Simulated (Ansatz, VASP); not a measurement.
**CuSi15 in VASP and in Ansatz**

```xyz
16
Lattice="0.0000 5.4370 5.4370 5.4370 0.0000 5.4370 5.4370 5.4370 0.0000" Properties=species:S:1:pos:R:3 pbc="T T T"
Cu    5.4370    5.4370   10.8740
Si    2.7185    2.7185    0.0029
Si    2.7185    0.0029    2.7185
Si    5.4341    2.7185    2.7185
Si    0.0029    2.7185    2.7185
Si    2.7185    5.4341    2.7185
Si    2.7185    2.7185    5.4341
Si    5.4370    5.4370    5.4370
Si    1.3435    1.3435    1.3435
Si    4.0935    4.0935    1.3435
Si    4.0935    1.3435    4.0935
Si    6.7964    4.0776    4.0776
Si    1.3435    4.0935    4.0935
Si    4.0776    6.7964    4.0776
Si    4.0776    4.0776    6.7964
Si    6.7964    6.7964    6.7964
```

Alike in both runs: task single point; functional PBEsol; k mesh 3 × 3 × 3; occupations gaussian, width 0.05 eV; no spin polarisation; Hubbard terms Cu d U = 5.0 eV.

|  | VASP | Ansatz |
| --- | --- | --- |
| version | VASP 6.6.1 | Ansatz 0.2.0 |
| potentials or method | VASP PAW PBE potentials, release 64 (Cu, Si), cutoff 520 eV | scalar-relativistic, plane waves, PAW |
| valence electrons in the cell | 71 | 79 |

VASP gave:

| Quantity | Value |
| --- | --- |
| gap on the k mesh at the Fermi level (eV) | none |
| pressure (GPa) | -1.2 |
| rms of the force components (eV/Å) | 0.020 |

Task: Which values does Ansatz return?

Result: gap on the k mesh at the Fermi level (eV): none; pressure (GPa): -1.1; rms of the force components (eV/Å): 0.001.

VASP's potentials were made for PBE, not for PBEsol. The programs project onto different local orbitals, so the same U acts differently, and such runs can settle in different states. Atom by atom the forces differ by 0.021 eV/Å (rms over components). A gap of «none» marks a metal or a gap that the smearing closes. VASP's potentials hold 71 valence electrons a cell and Ansatz's 79, so a difference there can come from the potentials and not from the codes. Ansatz's warnings: filled band counts differ across k points.
